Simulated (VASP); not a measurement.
# Eu (Im-3m) in VASP: further runs

Eu is run at these levels: PBE; tasks: single point.

All numbers are computed with VASP 6.6.1; they aren't measurements. Logs are shortened: lines on timing, memory, paths and dates and some standing lists are left out, and cuts for length are marked.

## (1) The cell of the first run

The structure is cubic, space group Im-3m (No. 229). The conventional cell has a = 4.205 Å, b = 4.205 Å, c = 4.205 Å, α = 90.00°, β = 90.00°, γ = 90.00°. Eu (site symmetry m-3m) has 14 Eu at 3.64 to 4.21 Å within 4.8 Å.

## (2) Single point, PBE, collinear spin, ferromagnetic start

The input, INCAR:

```
  ALGO = Normal
  EDIFF = 1E-6
  ENCUT = 520
  GGA = PE
  ISIF = 2
  ISMEAR = -1
  ISPIN = 2
  LASPH = True
  LCHARG = False
  LMAXMIX = 6
  LORBIT = 11
  LREAL = False
  LWAVE = False
  MAGMOM = 7
  NBANDS = 18
  NELM = 150
  PREC = Accurate
  SIGMA = 0.1
```

The input, KPOINTS:

```
k-points
0
Gamma
  13 13 13
```

The input, POSCAR:

```
Eu
1.0
   -2.1026287045      2.1026287045      2.1026287045
    2.1026287045     -2.1026287045      2.1026287045
    2.1026287045      2.1026287045     -2.1026287045
Eu
1
Direct
    0.0000000000      0.0000000000      0.0000000000
```

Potentials or basis: VASP PAW PBE potentials, release 64 (Eu).

The run is started by

```bash
$ cat potpaw_PBE.64/Eu/POTCAR > POTCAR
$ mpirun -np 1 vasp_std > vasp.out
```

OUTCAR:

```text
EDIFF = 1E-6
   ENCUT = 520
   GGA = PE
   ISIF = 2
   ISMEAR = -1
   ISPIN = 2
   LASPH = True
   LORBIT = 11
   LREAL = False
   NELM = 150
   PREC = Accurate

 ion  position               nearest neighbor table
   1  0.000  0.000  0.000-

  LATTYP: Found a body centered cubic cell.
 ALAT       =     4.2052574090

  Lattice vectors:

 A1 = (  -2.1026287045,   2.1026287045,   2.1026287045)
 A2 = (   2.1026287045,  -2.1026287045,   2.1026287045)
 A3 = (   2.1026287045,   2.1026287045,  -2.1026287045)

Analysis of symmetry for initial positions (statically):
=====================================================================
 Subroutine PRICEL returns:
 Original cell was already a primitive cell.

 Routine SETGRP: Setting up the symmetry group for a
 body centered cubic supercell.

 Subroutine GETGRP returns: Found 48 space group operations
 (whereof 48 operations were pure point group operations)
 out of a pool of 48 trial point group operations.

The static configuration has the point symmetry O_h .

Analysis of symmetry for dynamics (positions and initial velocities):
=====================================================================
 Subroutine PRICEL returns:
 Original cell was already a primitive cell.

 Routine SETGRP: Setting up the symmetry group for a
 body centered cubic supercell.

 Subroutine GETGRP returns: Found 48 space group operations
 (whereof 48 operations were pure point group operations)
 out of a pool of 48 trial point group operations.

The dynamic configuration has the point symmetry O_h .

Analysis of structural, dynamic, and magnetic symmetry:
=====================================================================
 Subroutine PRICEL returns:
 Original cell was already a primitive cell.

 Routine SETGRP: Setting up the symmetry group for a
 body centered cubic supercell.

 Subroutine GETGRP returns: Found 48 space group operations
 (whereof 48 operations were pure point group operations)
 out of a pool of 48 trial point group operations.

The overall configuration has the point symmetry O_h .

 Subroutine INISYM returns: Found 48 space group operations
 (whereof 48 operations are pure point group operations),
 and found     1 'primitive' translations

----------------------------------------------------------------------------------------

                                     Primitive cell

  volume of cell :      37.1833

  direct lattice vectors                    reciprocal lattice vectors
    -2.102628704  2.102628704  2.102628704     0.000000000  0.237797572  0.237797572
     2.102628704 -2.102628704  2.102628704     0.237797572  0.000000000  0.237797572
     2.102628704  2.102628704 -2.102628704     0.237797572  0.237797572  0.000000000

  length of vectors
     3.641859746  3.641859746  3.641859746     0.336296551  0.336296551  0.336296551

  position of ions in fractional coordinates (direct lattice)
     0.000000000  0.000000000  0.000000000

  ion indices of the primitive-cell ions
   primitive index   ion index
                 1           1

----------------------------------------------------------------------------------------

 KPOINTS: k-points

Automatic generation of k-mesh.
 Grid dimensions read from file:
 generate k-points for:   13   13   13

 Generating k-lattice:

  Cartesian coordinates                     Fractional coordinates (reciprocal lattice)
     0.000000000  0.018292121  0.018292121     0.076923077  0.000000000  0.000000000
     0.018292121  0.000000000  0.018292121     0.000000000  0.076923077  0.000000000
     0.018292121  0.018292121  0.000000000     0.000000000  0.000000000  0.076923077

  Length of vectors
     0.025868965  0.025868965  0.025868965

  Shift w.r.t. Gamma in fractional coordinates (k-lattice)
     0.000000000  0.000000000  0.000000000

 Subroutine IBZKPT returns following result:
 ===========================================

 Found     84 irreducible k-points:

 Following reciprocal coordinates:
            Coordinates               Weight
  0.000000  0.000000  0.000000      1.000000
  0.076923  0.000000  0.000000     12.000000
  0.153846  0.000000  0.000000     12.000000
  0.230769  0.000000  0.000000     12.000000
  0.307692  0.000000  0.000000     12.000000
  0.384615  0.000000  0.000000     12.000000
[... 16 lines left out ...]
  0.153846  0.076923  0.076923     24.000000
  0.230769  0.076923  0.076923     24.000000
 [... further k-points ...]
   k-points           NKPTS =     84   k-points in BZ     NKDIM =     84   number of bands    NBANDS=     18
   number of dos      NEDOS =    301   number of ions     NIONS =      1
   total plane-waves  NPLWV =  21952
   dimension x,y,z NGX =    28 NGY =   28 NGZ =   28
   dimension x,y,z NGXF=    56 NGYF=   56 NGZF=   56
   ions per type =               1
   NGX,Y,Z   is equivalent  to a cutoff of  12.78, 12.78, 12.78 a.u.
   NGXF,Y,Z  is equivalent  to a cutoff of  25.56, 25.56, 25.56 a.u.
 SYSTEM =  unknown system
   PREC   = accura    normal or accurate (medium, high low for compatibility)
   ISTART =      0    job   : 0-new  1-cont  2-samecut
   ICHARG =      2    charge: 1-file 2-atom 10-const
   ISPIN  =      2    spin polarized calculation?
   LNONCOLLINEAR =      F non collinear calculations
   LSORBIT =      F    spin-orbit coupling
   LASPH  =      T    aspherical Exc in radial PAW
   ENCUT  =  520.0 eV  38.22 Ry    6.18 a.u.   6.77  6.77  6.77*2*pi/ulx,y,z
   NELM   =    150;   NELMIN=  2; NELMDL= -5     # of ELM steps
   EDIFF  = 0.1E-05   stopping-criterion for ELM
   LREAL  =      F    real-space projection
[... 7 lines left out ...]
   TEBEG  =    0.0;   TEEND  =   0.0 temperature during run
   PSTRESS=    0.0 pullay stress
   NELECT =      17.0000    total number of electrons
   NUPDOWN=      -1.0000    fix difference up-down
   EMIN   =  10.00;   EMAX   =-10.00  energy-range for DOS
   EFERMI =   0.00;   METHOD = LEGACY
   ISMEAR =    -1;   SIGMA  =   0.10  broadening in eV -4-tet -1-fermi 0-gaus
   EFERMI_NEDOS =   21; number of points for ismear=-14 and -15
   IALGO  =     38    algorithm
   IMIX   =      4    mixing-type and parameters
     AMIX     =   0.40;   BMIX     =  1.00
     AMIX_MAG =   1.60;   BMIX_MAG =  1.00
  volume/ion in A,a.u.               =      37.18       250.93
  Fermi-wavevector in a.u.,A,eV,Ry     =   1.261175  2.383274 21.640902  1.590561
  Thomas-Fermi vector in A             =   2.394647
   LORBIT       =     11    0 simple, 1 ext, 2 COOP (PROOUT), +10 PAW based schemes
   GGA     = PE    functional components
   LHFCALC =     F    Hartree Fock is set to
   AEXX    =    0.0000 exact exchange contribution
   IVDW    =     0    specifies the selected vdW correction
   LEPSILON=     F    determine dielectric tensor
   LRPA    =     F    only Hartree local field effects (RPA)
 spin polarized calculation
  energy-cutoff  :      520.00
  volume of cell :       37.18
 maximum number of plane-waves:      1016
   NGX = 13   NGY = 13   NGZ = 13

 number of electron      16.9999996 magnetization       7.2135050

 Free energy of the ion-electron system (eV)
  ---------------------------------------------------
  ext. energy  EPLUGINS =         0.00000000
  ---------------------------------------------------
  free energy    TOTEN  =       -11.44184299 eV

  energy without entropy =      -11.37153968  energy(sigma->0) =      -11.40669134

 E-fermi :   2.5889     XC(G=0):  -9.3449

 val. band max:        2.5749576711   @ k =  -0.3846  -0.4615   0.1538
 cond. band min:       2.5912060221   @ k =  -0.4615   0.4615   0.2308
 fundamental gap:      0.0162483510
 Fermi energy:         2.5888962456

 spin component 1

 k-point     1 :       0.0000    0.0000    0.0000
  band No.  band energies     occupation
      1     -39.0147      1.00000
      2     -17.4473      1.00000
      3     -17.4473      1.00000
      4     -17.4473      1.00000
      5      -1.9478      1.00000
      6       1.9459      0.99839
[... 10 lines left out ...]
     17       6.4485      0.00000
     18      12.6696      0.00000

 k-point     2 :       0.0769    0.0000    0.0000
  band No.  band energies     occupation
      1     -39.0113      1.00000
      2     -17.4876      1.00000
      3     -17.4597      1.00000
      4     -17.4476      1.00000
      5      -1.7903      1.00000
      6       1.9434      0.99843
[... 10 lines left out ...]
     17       6.4559      0.00000
     18      12.8248      0.00000
[... 442 lines left out ...]
 k-point    24 :       0.2308    0.0769    0.0769
  band No.  band energies     occupation
      1     -38.9715      1.00000
      2     -17.9146      1.00000
      3     -17.5892      1.00000
      4     -17.4834      1.00000
      5       0.2711      1.00000
      6       1.9524      0.99828
[... 10 lines left out ...]
     17       7.4936      0.00000
     18      12.4664      0.00000

 [... further k-points ...]

 spin component 2

 k-point     1 :       0.0000    0.0000    0.0000
  band No.  band energies     occupation
      1     -35.9188      1.00000
      2     -15.1270      1.00000
      3     -15.1270      1.00000
      4     -15.1270      1.00000
      5      -1.1362      1.00000
      6       5.5276      0.00000
[... 10 lines left out ...]
     17       7.5520      0.00000
     18      13.7914      0.00000

 k-point     2 :       0.0769    0.0000    0.0000
  band No.  band energies     occupation
      1     -35.9145      1.00000
      2     -15.1775      1.00000
      3     -15.1419      1.00000
      4     -15.1274      1.00000
      5      -0.9702      1.00000
      6       5.3489      0.00000
[... 10 lines left out ...]
     17       7.6257      0.00000
     18      13.9816      0.00000
[... 442 lines left out ...]
 k-point    24 :       0.2308    0.0769    0.0769
  band No.  band energies     occupation
      1     -35.8636      1.00000
      2     -15.7033      1.00000
      3     -15.3003      1.00000
      4     -15.1730      1.00000
      5       1.1575      1.00000
      6       3.9670      0.00000
[... 10 lines left out ...]
     17       8.9083      0.00000
     18      13.6050      0.00000

 [... further k-points ...]
[... 5 lines left out ...]
  --------------------------------------------------------------------------------------
  -------------------------------------------------------------------------------------
  Total        0.5561665      0.5561665      0.5561665     -0.0000000     -0.0000000     -0.0000000
  in kB       23.9644610     23.9644610     23.9644610     -0.0000000     -0.0000000     -0.0000000
  external PRESSURE =      23.9644610 kB  Pullay stress =       0.0000000 kB

 VOLUME and BASIS-vectors are now :
 -----------------------------------------------------------------------------
  energy-cutoff  :      520.00
  volume of cell :       37.18
      direct lattice vectors                 reciprocal lattice vectors
    -2.102628704  2.102628704  2.102628704     0.000000000  0.237797572  0.237797572
     2.102628704 -2.102628704  2.102628704     0.237797572  0.000000000  0.237797572
     2.102628704  2.102628704 -2.102628704     0.237797572  0.237797572  0.000000000

 POSITION                                       TOTAL-FORCE (eV/Angst)
 -----------------------------------------------------------------------------------
      0.00000      0.00000      0.00000        -0.000000      0.000000     -0.000000
 -----------------------------------------------------------------------------------
    total drift:                                0.000000     -0.000000      0.000000

  FREE ENERGIE OF THE ION-ELECTRON SYSTEM (eV)
  ---------------------------------------------------
  free  energy   TOTEN  =       -11.4418429929 eV

  energy  without entropy=      -11.3715396784  energy(sigma->0) =      -11.40669134

 total charge

# of ion       s       p       d       f       tot
--------------------------------------------------
    1        2.092   5.700   0.361   6.598  14.752

 magnetization (x)

# of ion       s       p       d       f       tot
--------------------------------------------------
    1       -0.002  -0.091   0.141   6.594   6.641
```

Run time: 86 s. Hardware: 1 thread of AMD EPYC 9R45 (Zen 5), shared host; peak memory 0.21 GiB.

What came out:

```
Free energy                                           : -11.4418 eV
Pressure                                              : 2.4 GPa
Net moment                                            : 7.21 μB per cell
Site moments                                          : Eu +6.64 μB
Valence electrons inside the program's atomic spheres : Eu 14.75
```

Levels at points of the mesh, in eV from the Fermi level:
Spin up:
| k point | band 10 | band 11 | band 12 | band 13 | band 14 | band 15 |
| --- | --- | --- | --- | --- | --- | --- |
| (0.00, 0.00, 0.00) | -0.44 | -0.44 | -0.39 | 1.90 | 1.90 | 1.90 |
Spin down:
```csv
k point,band 1,band 2,band 3,band 4,band 5,band 6,band 7,band 8,band 9,band 10
"(0.00, 0.00, 0.00)",-38.51,-17.72,-17.72,-17.72,-3.73,2.94,2.94,2.94,3.83,3.83
```

Caveat: spin-orbit coupling is left out, which moves the levels of the heavy elements; semilocal functionals describe open f shells poorly, which spoils levels, moments and volumes. The state reached can hang on the start; a lower one may exist.

## (3) Single point, PBE, collinear spin, ferromagnetic start

This run uses another cell than the first one, of 37.32 Å³/atom.

The input, INCAR:

```
PREC = Accurate ; ENCUT = 520
EDIFF = 1E-7 ; ISMEAR = -1
SIGMA = 0.1 ; LREAL = F
LASPH = T ; NELM = 150
ALGO = Normal ; ISIF = 2
LWAVE = F ; LCHARG = T
ISPIN = 2 ; MAGMOM = 7
LORBIT = 11 ; LMAXMIX = 6
GGA = PE ; LELF = T
LVHAR = T ; NBANDS = 18
```

The input, KPOINTS:

```
Automatic mesh
0
Gamma
  13 13 13
```

The input, POSCAR:

```
Eu
1.0
   -2.1052772070      2.1052772070      2.1052772070
    2.1052772070     -2.1052772070      2.1052772070
    2.1052772070      2.1052772070     -2.1052772070
Eu
1
Direct
    0.0000000000      0.0000000000      0.0000000000
```

Potentials or basis: VASP PAW PBE potentials, release 64 (Eu).

The run is started by

```bash
$ cat potpaw_PBE.64/Eu/POTCAR > POTCAR
$ mpirun -np 1 vasp_std > vasp.out
```

It took 1.8 min on 1 thread of AMD EPYC 9R45 (Zen 5), shared host; peak memory 0.22 GiB.

The run converged. Its results:

```
Free energy                                           : -11.4436 eV
Pressure                                              : 1.9 GPa
Net moment                                            : 7.22 μB per cell
Site moments                                          : Eu +6.64 μB
Valence electrons inside the program's atomic spheres : Eu 14.75
```

Levels at points of the mesh, in eV from the Fermi level:
Spin up:
```csv
k point,band 10,band 11,band 12,band 13,band 14,band 15
"(0.00, 0.00, 0.00)",-0.44,-0.44,-0.39,1.89,1.89,1.89
```
Spin down:
```csv
k point,band 1,band 2,band 3,band 4,band 5,band 6,band 7,band 8,band 9,band 10
"(0.00, 0.00, 0.00)",-38.51,-17.72,-17.72,-17.72,-3.72,2.93,2.93,2.93,3.83,3.83
```

Caveat: spin-orbit coupling is left out, which moves the levels of the heavy elements; semilocal functionals describe open f shells poorly, which spoils levels, moments and volumes.
